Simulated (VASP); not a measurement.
# BC6 in VASP: further runs

Runs on BC6. Level: PBE. Tasks: single point.

All numbers are computed with VASP 6.6.1; they aren't measurements. Logs are shortened: lines on timing, memory, paths and dates and some standing lists are left out, and cuts for length are marked.

## (1) The cell of the first run

The cell holds an amorphous packing of atoms, 14 atoms: a = 4.977 Å, b = 4.935 Å, c = 4.826 Å, α = 92.52°, β = 89.42°, γ = 94.55°.

## (2) Single point, PBE

INCAR

```
PREC     = Accurate       # precision mode
ENCUT    = 520            # plane-wave cutoff, eV
EDIFF    = 1E-6           # SCF threshold, eV
ISMEAR   = -1             # smearing method
SIGMA    = 0.05           # smearing width, eV
LREAL    = F              # projectors in reciprocal space
LASPH    = T              # aspherical terms in the spheres
NELM     = 100            # most SCF steps
ALGO     = Normal         # electronic algorithm
ISIF     = 2              # what is computed and relaxed
LWAVE    = F              # write WAVECAR
LCHARG   = T              # write CHGCAR
GGA      = PE             # functional
LELF     = T              # ELF
LVHAR    = T            
NBANDS   = 40             # bands
ISYM     = 0
```

KPOINTS

```
Automatic mesh
0
Gamma
  1 1 1
  0.25 0.25 0.25
```

POSCAR

```
BC6
1.0
    4.9729980000     -0.1966600000      0.0225860000
   -0.1966600000      4.9296060000     -0.1069400000
    0.0225860000     -0.1069400000      4.8244630000
C B
12 2
Direct
    0.3916572904      0.9350282704      0.3205409497
    0.4855667002      0.2059955414      0.8704442658
    0.6171162797      0.6151471702      0.5816354380
    0.0951323680      0.5789098955      0.1700763307
    0.8961492621      0.9833999025      0.3394552634
    0.0998191060      0.6238893010      0.6609782700
    0.8260324063      0.4949981042      0.7003374944
    0.6476977521      0.8588722793      0.4140705194
    0.1247599013      0.7910488700      0.4139702054
    0.3438156108     -0.0075067435      0.0265376291
    0.7580383274      0.3100091447      0.9122603540
    0.1834801615      0.7379414942      0.9355396405
    0.3659355323      0.4442057893      0.6902435250
    0.9360404873      0.2695216641      0.1549924284
```

Potentials or basis: VASP PAW PBE potentials, release 64 (C, B).

Run with:

```
$ cat potpaw_PBE.64/C/POTCAR potpaw_PBE.64/B/POTCAR > POTCAR
$ mpirun -np 1 vasp_std > vasp.out
```

OUTCAR:

```text
PREC = Accurate
   ENCUT = 520
   EDIFF = 1E-6
   ISMEAR = -1
   LREAL = F
   LASPH = T
   NELM = 100
   ISIF = 2
   GGA = PE
   ISYM = 0

 ion  position               nearest neighbor table
   1  0.392  0.935  0.321-   8 1.44  10 1.48   9 1.53
   2  0.486  0.206  0.870-  11 1.42  10 1.45  13 1.64
   3  0.617  0.615  0.582-   7 1.38   8 1.48  13 1.55
   4  0.095  0.579  0.170-  12 1.45   9 1.54  14 1.66
   5  0.896  0.983  0.339-   8 1.39   9 1.59  14 1.70
   6  0.100  0.624  0.661-  12 1.47   7 1.47   9 1.48  13 1.66
   7  0.826  0.495  0.700-   3 1.38  11 1.42   6 1.47
   8  0.648  0.859  0.414-   5 1.39   1 1.44   3 1.48
   9  0.125  0.791  0.414-   6 1.48   1 1.53   4 1.54   5 1.59
  10  0.344  0.992  0.027-   2 1.45   1 1.48  12 1.49
  11  0.758  0.310  0.912-   7 1.42   2 1.42  14 1.51
  12  0.183  0.738  0.936-   4 1.45   6 1.47  10 1.49  13 2.09
  13  0.366  0.444  0.690-   3 1.55   2 1.64   6 1.66  12 2.09
  14  0.936  0.270  0.155-  11 1.51   4 1.66   5 1.70

IMPORTANT INFORMATION: All symmetrisations will be switched off!
NOSYMM: (Re-)initialisation of all symmetry stuff for point group C_1.

----------------------------------------------------------------------------------------

                                     Primitive cell

  volume of cell :     118.0263

  direct lattice vectors                    reciprocal lattice vectors
     4.972998000 -0.196660000  0.022586000     0.201406506  0.008018243 -0.000765162
    -0.196660000  4.929606000 -0.106940000     0.008018243  0.203272777  0.004468247
     0.022586000 -0.106940000  4.824463000    -0.000765162  0.004468247  0.207379581

  length of vectors
     4.976936245  4.934686073  4.825700937     0.201567503  0.203479924  0.207429124

  position of ions in fractional coordinates (direct lattice)
     0.391657290  0.935028270  0.320540950
     0.485566700  0.205995541  0.870444266
     0.617116280  0.615147170  0.581635438
     0.095132368  0.578909895  0.170076331
     0.896149262  0.983399902  0.339455263
     0.099819106  0.623889301  0.660978270
     0.826032406  0.494998104  0.700337494
     0.647697752  0.858872279  0.414070519
     0.124759901  0.791048870  0.413970205
     0.343815611  0.992493256  0.026537629
     0.758038327  0.310009145  0.912260354
     0.183480162  0.737941494  0.935539640
     0.365935532  0.444205789  0.690243525
     0.936040487  0.269521664  0.154992428

[... 76 lines left out ...]
   NUPDOWN=      -1.0000    fix difference up-down
   EMIN   =  10.00;   EMAX   =-10.00  energy-range for DOS
   EFERMI =   0.00;   METHOD = LEGACY
   ISMEAR =    -1;   SIGMA  =   0.05  broadening in eV -4-tet -1-fermi 0-gaus
   EFERMI_NEDOS =   21; number of points for ismear=-14 and -15
   IALGO  =     38    algorithm
   IMIX   =      4    mixing-type and parameters
     AMIX     =   0.40;   BMIX     =  1.00
     AMIX_MAG =   1.60;   BMIX_MAG =  1.00
  volume/ion in A,a.u.               =       8.43        56.89
  Fermi-wavevector in a.u.,A,eV,Ry     =   1.261478  2.383848 21.651328  1.591328
  Thomas-Fermi vector in A             =   2.394935
   LORBIT       =      0    0 simple, 1 ext, 2 COOP (PROOUT), +10 PAW based schemes
   GGA     = PE    functional components
   LHFCALC =     F    Hartree Fock is set to
   AEXX    =    0.0000 exact exchange contribution
   IVDW    =     0    specifies the selected vdW correction
   LEPSILON=     F    determine dielectric tensor
   LRPA    =     F    only Hartree local field effects (RPA)
 non-spin polarized calculation
  energy-cutoff  :      520.00
  volume of cell :      118.03
 maximum number of plane-waves:      3173
 NGX is ok and might be reduce to    40
   NGX = 19   NGY = 19   NGZ = 17

 number of electron      54.0000000 magnetization

 Free energy of the ion-electron system (eV)
  ---------------------------------------------------
  ext. energy  EPLUGINS =         0.00000000
  ---------------------------------------------------
  free energy    TOTEN  =      -115.54111515 eV

  energy without entropy =     -115.54086338  energy(sigma->0) =     -115.54098927

 E-fermi :   4.7533     XC(G=0): -10.7882

 val. band max:        4.3044408914   @ k =   0.2500   0.2500   0.2500
 cond. band min:       5.2022230606   @ k =   0.2500   0.2500   0.2500
 fundamental gap:      0.8977821692
 Fermi energy:         4.7533319744

 k-point     1 :       0.2500    0.2500    0.2500
  band No.  band energies     occupation
      1     -13.9365      2.00000
      2     -12.6598      2.00000
      3     -11.2468      2.00000
      4     -10.3856      2.00000
      5      -9.5272      2.00000
      6      -8.3945      2.00000
[... 31 lines left out ...]
     38      13.0705      0.00000
     39      13.3316      0.00000
 [bands above 39 left out]

------------------------ aborting loop because EDIFF is reached ----------------------------------------

  FORCE on cell =-STRESS in cart. coord.  units (eV):
  Direction    XX          YY          ZZ          XY          YZ          ZX
  --------------------------------------------------------------------------------------
  -------------------------------------------------------------------------------------
  Total       12.7133268    -22.2075394      0.8562871     -0.5065461      8.6920346     -0.2790546
  in kB      172.5802062   -301.4617489     11.6238815     -6.8762354    117.9921790     -3.7880961
  external PRESSURE =     -39.0858871 kB  Pullay stress =       0.0000000 kB

 VOLUME and BASIS-vectors are now :
 -----------------------------------------------------------------------------
  energy-cutoff  :      520.00
  volume of cell :      118.03
      direct lattice vectors                 reciprocal lattice vectors
     4.972998000 -0.196660000  0.022586000     0.201406506  0.008018243 -0.000765162
    -0.196660000  4.929606000 -0.106940000     0.008018243  0.203272777  0.004468247
     0.022586000 -0.106940000  4.824463000    -0.000765162  0.004468247  0.207379581

 POSITION                                       TOTAL-FORCE (eV/Angst)
 -----------------------------------------------------------------------------------
      1.77107      4.49802      1.45529         0.247828      0.417974     -0.657875
      2.39387      0.82690      4.18836        -2.635985      0.812965     -0.259568
      2.96108      2.84887      2.75423        -0.606953     -0.503905      0.188427
      0.36309      2.81690      0.76077         0.001723     -0.028265     -0.693247
      4.27082      4.63524      1.55277         0.500749      0.700643      0.076905
      0.38863      2.98521      3.12440         1.440576     -1.080851      1.785330
      4.02633      2.20280      3.34447         0.764105      1.140497     -0.907417
      3.06145      4.06224      1.92045        -0.620158     -0.038073     -0.025235
      0.47421      3.83075      1.91541         0.051721     -0.019729     -1.703168
      1.51521      4.82215      0.02966         0.845785     -0.476330      0.969989
      3.72936      1.28159      4.38513        -0.271561     -0.885079     -0.117836
      0.78845      3.50163      4.43871        -0.376176     -0.071635      0.916097
      1.74803      2.04398      3.29082        -0.410752      0.450437     -0.491469
      4.60542      1.12798      0.74007         1.069097     -0.418651      0.919067
 -----------------------------------------------------------------------------------
    total drift:                                0.000243     -0.000054      0.000248

  FREE ENERGIE OF THE ION-ELECTRON SYSTEM (eV)
  ---------------------------------------------------
  free  energy   TOTEN  =      -115.5411151489 eV

  energy  without entropy=     -115.5408633839  energy(sigma->0) =     -115.54098927
```

stdout:

```text
POSCAR found type information on POSCAR C B
 POSCAR found :  2 types and      14 ions
 scaLAPACK will be used
 LDA part: xc-table for (Slater+PW92), standard interpolation
 POSCAR, INCAR and KPOINTS ok, starting setup
 FFT: planning ... GRIDC
 FFT: planning ... GRID_SOFT
 FFT: planning ... GRID
 WAVECAR not read
 entering main loop
```

It took 31 s on 1 thread of Intel Xeon 6975P-C, shared host; peak memory 0.21 GiB.

What came out:

| Item | Value |
| --- | --- |
| Free energy | -115.5411 eV |
| Pressure | -3.9 GPa |
| Largest force | 2.771 eV/Å |
| Band gap on the k mesh | 0.90 eV |

Forces on the atoms (eV/Å):
```
C    0.248  0.418 -0.658
C   -2.636  0.813 -0.260
C   -0.607 -0.504  0.188
C    0.002 -0.028 -0.693
C    0.501  0.701  0.077
C    1.441 -1.081  1.785
C    0.764  1.140 -0.907
C   -0.620 -0.038 -0.025
C    0.052 -0.020 -1.703
C    0.846 -0.476  0.970
C   -0.272 -0.885 -0.118
C   -0.376 -0.072  0.916
B   -0.411  0.450 -0.491
B    1.069 -0.419  0.919
```

Levels at points of the mesh, in eV from the valence-band top:
```
           k point  band 23  band 24  band 25  band 26  band 27  band 28  band 29  band 30  band 31  band 32
(0.25, 0.25, 0.25)    -2.88    -1.98    -1.47    -0.81     0.00     0.90     1.76     3.06     3.93     4.74
```

Caveat: the k points lie up to 1.30 Å⁻¹ apart.

(Part 1 of 2 ends here.)
